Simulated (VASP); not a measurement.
Input of a VASP 6.6.1 run:

Contents of INCAR:

```
SYSTEM = Cu
ALGO = Normal
EDIFF = 1E-7
ENCUT = 520
GGA = PE
ISIF = 2
ISMEAR = -1
LASPH = .True.
LCHARG = .False.
LREAL = .False.
LWAVE = .False.
NBANDS = 12
NELM = 60
PREC = Accurate
SIGMA = 0.15
```

The input KPOINTS:

```
k-points
0
Gamma
  16 16 16
  0 0 0
```

Contents of POSCAR:

```
Cu
1.0
    0.0000000000      1.8194705475      1.8194705475
    1.8194705475      0.0000000000      1.8194705475
    1.8194705475      1.8194705475      0.0000000000
Cu
1
Direct
    0.0000000000      0.0000000000      0.0000000000
```

Potentials or basis: VASP PAW PBE potentials, release 64 (Cu).

Run with:

```console
$ cat potpaw_PBE.64/Cu/POTCAR > POTCAR
$ mpirun -np 1 vasp_std > vasp.out
```

Task: Estimate the pressure.

Result: -0.4 GPa.
